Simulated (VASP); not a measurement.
# Li (Im-3m) in VASP: further runs, part 2 of 2

VASP 6.6.1.

**3. Relaxation of cell and atoms, r2SCAN**

This run uses another cell than the first one, of 20.21 Å³/atom.

File POSCAR:

```
Li
1.0
   -1.7158075576      1.7158075576      1.7158075576
    1.7158075576     -1.7158075576      1.7158075576
    1.7158075576      1.7158075576     -1.7158075576
Li
1
Direct
    0.0000000000      0.0000000000      0.0000000000
```

File INCAR.step1:

```
SYSTEM = Li
PREC     = Accurate       ! precision mode
ENCUT    = 600            ! plane-wave cutoff, eV
ISMEAR   = 0              ! smearing method
SIGMA    = 0.1            ! smearing width, eV
LREAL    = .FALSE.        ! projectors in reciprocal space
LASPH    = .TRUE.         ! aspherical terms in the spheres
NELM     = 100            ! most SCF steps
GGA      = PE             ! functional
ALGO     = Normal         ! electronic algorithm
EDIFF    = 1E-4           ! SCF threshold, eV
LWAVE    = .TRUE.         ! write WAVECAR
LCHARG   = .FALSE.        ! write CHGCAR
```

File INCAR.step2:

```
SYSTEM = Li
PREC     = Accurate       ! precision mode
ENCUT    = 600            ! plane-wave cutoff, eV
EDIFF    = 1E-7           ! SCF threshold, eV
ISMEAR   = 0              ! smearing method
SIGMA    = 0.1            ! smearing width, eV
LREAL    = .FALSE.        ! projectors in reciprocal space
LASPH    = .TRUE.         ! aspherical terms in the spheres
NELM     = 100            ! most SCF steps
ALGO     = Normal         ! electronic algorithm
ISIF     = 3              ! what is computed and relaxed
LWAVE    = .FALSE.        ! write WAVECAR
LCHARG   = .FALSE.        ! write CHGCAR
METAGGA  = R2SCAN         ! meta-GGA
LMIXTAU  = .TRUE.       
IBRION   = 2              ! ionic algorithm
NSW      = 70             ! ionic steps
EDIFFG   = -0.005         ! ionic threshold
ISTART   = 1
```

File KPOINTS:

```
regular mesh
0
G
  16 16 16
  0 0 0
```

Potentials or basis: VASP PAW PBE potentials, release 64 (Li_sv).

Run with:

```
cat potpaw_PBE.64/Li_sv/POTCAR > POTCAR
cp INCAR.step1 INCAR
mpirun -np 1 vasp_std > vasp.out
cp INCAR.step2 INCAR
mpirun -np 1 vasp_std > vasp.out
```

OUTCAR:

```text
SYSTEM = Li
   PREC = Accurate
   ENCUT = 600
   EDIFF = 1E-7
   ISMEAR = 0
   LREAL = .FALSE.
   LASPH = .TRUE.
   NELM = 100
   ISIF = 3
   METAGGA = R2SCAN
   IBRION = 2
   NSW = 70
   EDIFFG = -0.005
   ISTART = 1

 ion  position               nearest neighbor table
   1  0.000  0.000  0.000-

  LATTYP: Found a body centered cubic cell.
 ALAT       =     3.4316151152

  Lattice vectors:

 A1 = (  -1.7158075576,   1.7158075576,   1.7158075576)
 A2 = (   1.7158075576,  -1.7158075576,   1.7158075576)
 A3 = (   1.7158075576,   1.7158075576,  -1.7158075576)

Analysis of symmetry for initial positions (statically):
=====================================================================
 Subroutine PRICEL returns:
 Original cell was already a primitive cell.

 Routine SETGRP: Setting up the symmetry group for a
 body centered cubic supercell.

 Subroutine GETGRP returns: Found 48 space group operations
 (whereof 48 operations were pure point group operations)
 out of a pool of 48 trial point group operations.

The static configuration has the point symmetry O_h .

Analysis of symmetry for dynamics (positions and initial velocities):
=====================================================================
 Subroutine PRICEL returns:
 Original cell was already a primitive cell.

 Routine SETGRP: Setting up the symmetry group for a
 body centered cubic supercell.

 Subroutine GETGRP returns: Found 48 space group operations
 (whereof 48 operations were pure point group operations)
 out of a pool of 48 trial point group operations.

The dynamic configuration has the point symmetry O_h .

 Subroutine INISYM returns: Found 48 space group operations
 (whereof 48 operations are pure point group operations),
 and found     1 'primitive' translations

[... 121 lines left out ...]
   LEPSILON=     F    determine dielectric tensor
   LRPA    =     F    only Hartree local field effects (RPA)
 conjugate gradient relaxation of ions
 non-spin polarized calculation
 Gauss-broadening in eV      SIGMA  =   0.10
  energy-cutoff  :      600.00
  volume of cell :       20.21
 maximum number of plane-waves:       691
   NGX = 11   NGY = 11   NGZ = 11

--------------------------------------- Ionic step        1  -------------------------------------------

 number of electron       3.0000001 magnetization

 Free energy of the ion-electron system (eV)
  ---------------------------------------------------
  ext. energy  EPLUGINS =         0.00000000
  ---------------------------------------------------
  free energy    TOTEN  =        -2.38217600 eV

  energy without entropy =       -2.37945335  energy(sigma->0) =       -2.38081468

------------------------ aborting loop because EDIFF is reached ----------------------------------------

  FORCE on cell =-STRESS in cart. coord.  units (eV):
  Direction    XX          YY          ZZ          XY          YZ          ZX
  --------------------------------------------------------------------------------------
  -------------------------------------------------------------------------------------
  Total        0.0275974      0.0275974      0.0275974      0.0000000      0.0000000     -0.0000000
  in kB        2.1883320      2.1883320      2.1883320      0.0000000      0.0000000     -0.0000000
  external PRESSURE =       2.1883320 kB  Pullay stress =       0.0000000 kB
[... 92 lines left out ...]
--------------------------------------- Ionic step        4  -------------------------------------------

 number of electron       2.9999996 magnetization

 Free energy of the ion-electron system (eV)
  ---------------------------------------------------
  ext. energy  EPLUGINS =         0.00000000
  ---------------------------------------------------
  free energy    TOTEN  =        -2.38284031 eV

  energy without entropy =       -2.38011435  energy(sigma->0) =       -2.38147733

 E-fermi :   0.5856     XC(G=0):  -7.4076

 val. band max:        0.5593473188   @ k =   0.2500   0.2500   0.0000
 cond. band min:       0.5983672873   @ k =   0.3125   0.1875   0.0000
 fundamental gap:      0.0390199685
 Fermi energy:         0.5856129845

 k-point     1 :       0.0000    0.0000    0.0000
  band No.  band energies     occupation
      1     -47.4905      2.00000
      2      -3.2610      2.00000
      3      16.7327      0.00000
      4      16.7337      0.00000
      5      16.7337      0.00000
[... 177 lines left out ...]
 k-point    24 :       0.2500    0.1875    0.0000
  band No.  band energies     occupation
      1     -47.4733      2.00000
      2      -0.3040      2.00000
      3       7.0201      0.00000
      4       9.4258      0.00000
      5      12.7689      0.00000

 [... further k-points ...]

------------------------ aborting loop because EDIFF is reached ----------------------------------------

  FORCE on cell =-STRESS in cart. coord.  units (eV):
  Direction    XX          YY          ZZ          XY          YZ          ZX
  --------------------------------------------------------------------------------------
  -------------------------------------------------------------------------------------
  Total        0.0025975      0.0025975      0.0025975     -0.0000000     -0.0000000     -0.0000000
  in kB        0.2023715      0.2023715      0.2023715     -0.0000000     -0.0000000     -0.0000000
  external PRESSURE =       0.2023715 kB  Pullay stress =       0.0000000 kB
[... 16 lines left out ...]
  FREE ENERGIE OF THE ION-ELECTRON SYSTEM (eV)
  ---------------------------------------------------
  free  energy   TOTEN  =        -2.3828403124 eV

  energy  without entropy=       -2.3801143549  energy(sigma->0) =       -2.38147733

 reached required accuracy - stopping structural energy minimisation
```

OSZICAR.step1:

```text
N       E                     dE             d eps       ncg     rms          rms(c)
DAV:   1     0.926237963999E+00    0.92624E+00   -0.78655E+02  1470   0.465E+02
DAV:   2    -0.172514940974E+01   -0.26514E+01   -0.24539E+01  1960   0.606E+01
DAV:   3    -0.190398205133E+01   -0.17883E+00   -0.17740E+00  1850   0.111E+01
DAV:   4    -0.190726199478E+01   -0.32799E-02   -0.32795E-02  1850   0.162E+00
DAV:   5    -0.190730149045E+01   -0.39496E-04   -0.39496E-04  1770   0.155E-01    0.214E-01
DAV:   6    -0.190620944274E+01    0.10920E-02   -0.30175E-04  2255   0.109E-01    0.122E-01
DAV:   7    -0.190568628979E+01    0.52315E-03   -0.72077E-04  2475   0.168E-01    0.285E-02
DAV:   8    -0.190568649274E+01   -0.20295E-06   -0.12136E-05   780   0.383E-02
   1 F= -.19056865E+01 E0= -.19042446E+01  d E =-.288379E-02
```

It took 3 min on 1 thread of Intel Xeon Platinum 8488C (Sapphire Rapids), shared host; peak memory 0.14 GiB.

What came out:

```
Free energy                           : -2.3828 eV
Relaxed volume                        : 20.56 Å³/atom
Relaxed cell                          : a = 2.989 Å, b = 2.989 Å, c = 2.989 Å, α = 109.47°, β = 109.47°, γ = 109.47°
Space group after relaxing (to 0.1 Å) : Im-3m (No. 229)
Energy gained by relaxing             : 0.7 meV/atom
Ionic steps                           : 4
Pressure after relaxing               : 0.0 GPa
Band gap on the k mesh                : zero (an odd number of electrons rules out a gap without spin polarisation)
```

Step by step:
```
step  energy change (eV)  largest force (eV/Å)  pressure (GPa)  volume (Å³)
   1              0.0000                0.0000            0.22        20.21
   2             -0.0002                0.0000            0.15        20.29
   3             -0.0005                0.0000            0.05        20.48
   4             -0.0007                0.0000            0.02        20.56
```

Final structure:
```xyz
1
Lattice="-1.7259 1.7259 1.7259 1.7259 -1.7259 1.7259 1.7259 1.7259 -1.7259" Properties=species:S:1:pos:R:3 pbc="T T T"
Li    1.7259    1.7259   -1.7259
```

Caveat: the cutoff is under 1.25 times the usual one of these potentials, so pressure, stress and relaxed cells hold a basis-set (Pulay) error; the PAW data sets were made with another functional, which shifts forces and pressure a little. Zero-point motion and thermal expansion aren't in these numbers.
